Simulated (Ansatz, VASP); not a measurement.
**Tl in VASP and in Ansatz**

File INCAR:

```
SYSTEM = Tl
ALGO = Normal
DIPOL = 0.5 0.5 0.500
EDIFF = 1E-7
ENCUT = 520
GGA = PE
IDIPOL = 3
ISIF = 2
ISMEAR = 0
LASPH = .TRUE.
LCHARG = .FALSE.
LDIPOL = .TRUE.
LREAL = .FALSE.
LWAVE = .FALSE.
NBANDS = 20
NELM = 100
PREC = Accurate
SIGMA = 0.1
```

The input KPOINTS:

```
k-points
0
G
  6 6 1
  0 0 0
```

The input POSCAR:

```
Tl
1.0
    5.5988690000      0.0000000000      0.0000000000
   -2.7994340000      4.8487620000      0.0000000000
    0.0000000000      0.0000000000     14.0000000000
Tl
2
Direct
    0.6666666700      0.3333333300      0.5000000000
    0.3333333300      0.6666666700      0.5000000000
```

Input for Ansatz:

```yaml
crystal:
  lattice:
    - [5.598869, 0.0, 0.0]
    - [-2.799434, 4.848762, 0.0]
    - [0.0, 0.0, 14.0]
  atoms:
    - { symbol: Tl, position: [0.66666667, 0.33333333, 0.5] }
    - { symbol: Tl, position: [0.33333333, 0.66666667, 0.5] }
  periodic: [true, true, false]
basis:
  ecutwfc: 420
kpoints:
  mp_grid: { grid: [6, 6, 1] }
hamiltonian:
  xc: pbe
scf:
  occupations: { method: gaussian, width: 0.1 }
  lower_state_search: "off"
output:
  forces: true
  stress: true
  eigenvalues: true
```

Alike in both runs: task single point; functional PBE; k mesh 6 × 6 × 1; occupations gaussian, width 0.1 eV; no spin polarisation.

|  | VASP | Ansatz |
| --- | --- | --- |
| version | VASP 6.6.1 | Ansatz 0.2.0 |
| potentials or method | VASP PAW PBE potentials, release 64 (Tl_d), cutoff 520 eV | scalar-relativistic, plane waves, PAW |
| valence electrons in the cell | 26 | 26 |

|  | VASP | Ansatz | Ansatz less VASP |
| --- | --- | --- | --- |
| gap on the k mesh at the Fermi level (eV) | 0.22 | 0.22 | +0.002 |
| least direct gap on the mesh (eV) | 0.37 | 0.37 | +0.002 |

Ansatz's warnings: slab cell height set.

Neither program's run includes spin-orbit coupling.
